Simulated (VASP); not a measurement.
Crystal: NaCl.

```xyz
4
Lattice="4.7211 0.0000 0.0000 -2.3605 4.0886 0.0000 0.0000 0.0000 5.5695" Properties=species:S:1:pos:R:3 pbc="T T T"
Na    0.0000    2.7257   -0.3481
Na    2.3605    1.3629    2.4367
Cl    0.0000    2.7257    2.4366
Cl    2.3605    1.3629    5.2214
```

Base run:

- Program: VASP 6.6.1
- Functional: r2SCAN
- Potentials or basis: VASP PAW PBE potentials, release 64 (Na_pv, Cl)
- Cutoff: 520 eV
- k mesh: 6 × 6 × 4
- Occupations: gaussian, width 0.01 eV
- Spin: no spin polarisation

Its results: band gap on the k mesh 5.47 eV; pressure -0.2 GPa.

Question: The run is repeated on the same cell with these changes: functional from r2SCAN to LDA; potentials or basis from VASP PAW PBE potentials, release 64 (Na_pv, Cl) to VASP PAW LDA potentials, release 64 (Na_pv, Cl). What comes out?

Answer: Band gap on the k mesh 4.44 eV; pressure -1.6 GPa.

Caveats: the PAW data sets were made with another functional, which shifts forces and pressure a little (at least some runs).

